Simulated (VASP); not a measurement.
Wanted: the native input for a VASP 6.6.1 run.

```
Task                   : single point
Functional             : r2SCAN
Potentials or basis    : VASP PAW PBE potentials, release 64 (Si, C)
Cutoff                 : 520 eV
k mesh                 : 12 × 12 × 6
Occupations            : gaussian, width 0.05 eV
Spin                   : no spin polarisation
Dipole correction      : no
Further INCAR settings : ALGO = Normal; EDIFF = 1e-07; NBANDS = 16
```

Crystal: SiC.

```
CELL_PARAMETERS angstrom
3.07600 0.00000 0.00000
-1.53800 2.66389 0.00000
0.00000 0.00000 5.04800
ATOMIC_POSITIONS crystal
Si 0.27702 0.55405 0.00000
Si 0.72298 0.44595 0.50000
C 0.38400 0.76799 0.38500
C 0.61600 0.23201 0.88500
```

This cell differs from its parent crystal: atoms displaced along a vibrational mode.

The input as run:

POSCAR

```
SiC
1.0
    3.0759982064      0.0000000000      0.0000000000
   -1.5379991032      2.6638925888      0.0000000000
    0.0000000000      0.0000000000      5.0480000000
Si C
2 2
Direct
    0.2770247567      0.5540495134      0.0000000000
    0.7229752433      0.4459504866      0.5000000000
    0.3839969918      0.7679939836      0.3850000000
    0.6160030082      0.2320060164      0.8850000000
```

INCAR.step1

```
SYSTEM = SiC
PREC     = Accurate       ! precision mode
ENCUT    = 520            ! plane-wave cutoff, eV
ISMEAR   = 0              ! smearing method
SIGMA    = 0.05           ! smearing width, eV
LREAL    = .FALSE.        ! projectors in reciprocal space
LASPH    = .TRUE.         ! aspherical terms in the spheres
NELM     = 100            ! most SCF steps
NBANDS   = 16             ! bands
GGA      = PE             ! functional
ALGO     = Normal         ! electronic algorithm
EDIFF    = 1E-4           ! SCF threshold, eV
LWAVE    = .TRUE.         ! write WAVECAR
LCHARG   = .FALSE.        ! write CHGCAR
```

INCAR.step2

```
SYSTEM = SiC
PREC     = Accurate       ! precision mode
ENCUT    = 520            ! plane-wave cutoff, eV
EDIFF    = 1E-7           ! SCF threshold, eV
ISMEAR   = 0              ! smearing method
SIGMA    = 0.05           ! smearing width, eV
LREAL    = .FALSE.        ! projectors in reciprocal space
LASPH    = .TRUE.         ! aspherical terms in the spheres
NELM     = 100            ! most SCF steps
ALGO     = Normal         ! electronic algorithm
ISIF     = 2              ! what is computed and relaxed
LWAVE    = .FALSE.        ! write WAVECAR
LCHARG   = .TRUE.         ! write CHGCAR
METAGGA  = R2SCAN         ! meta-GGA
LMIXTAU  = .TRUE.       
LELF     = .TRUE.         ! ELF
LVHAR    = .TRUE.       
NBANDS   = 16             ! bands
ISTART   = 1
```

KPOINTS

```
regular mesh
0
G
  12 12 6
  0 0 0
```

Potentials or basis: VASP PAW PBE potentials, release 64 (Si, C).

Command:

```sh
$ cat potpaw_PBE.64/Si/POTCAR potpaw_PBE.64/C/POTCAR > POTCAR
$ cp INCAR.step1 INCAR
$ mpirun -np 1 vasp_std > vasp.out
$ cp INCAR.step2 INCAR
$ mpirun -np 1 vasp_std > vasp.out
```

It gave:

```json
{
  "Pressure": "-1.3 GPa",
  "Largest force": "2.068 eV/Å",
  "Band gap on the k mesh": "1.72 eV (least direct gap 4.09 eV)"
}
```

Caveat: the cell differs from its parent crystal (atoms displaced along a vibrational mode); the PAW data sets were made with another functional, which shifts forces and pressure a little.

Run time: 5.2 min on 1 thread of AMD EPYC 9R45 (Zen 5), with other jobs on the host, peak memory 0.2 GiB.
